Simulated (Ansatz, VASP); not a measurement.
## One calculation of AlNi, two programs

```
Al Ni
1.0
     2.88100    0.00000    0.00000
     0.00000    2.88100    0.00000
     0.00000    0.00000    2.88100
Al Ni
1 1
Direct
  0.00000 0.00000 0.00000
  0.50000 0.50000 0.50000
```

Alike in both runs: task single point; functional revPBE; k mesh 10 × 10 × 10; occupations fermi-dirac, width 0.1 eV; collinear spin.

```csv
,VASP,Ansatz
version,VASP 6.6.1,Ansatz 0.2.0
potentials or method,"VASP PAW PBE potentials, release 64 (Al, Ni), cutoff 520 eV","plane waves, PAW"
valence electrons in the cell,13,21
```

|  | VASP | Ansatz | Ansatz less VASP |
| --- | --- | --- | --- |
| pressure (GPa) | 4.8 | 4.9 | +0.11 |
| net moment per atom (μB) | 0.00 | 0.00 | 0.000 |

VASP's potentials were made for PBE, not for revPBE. With one functional, cell and mesh, what is left measures potentials, basis and numerics. VASP's potentials hold 13 valence electrons a cell and Ansatz's 21, so a difference there can come from the potentials and not from the codes. Ansatz's warnings: seeded moment not kept.
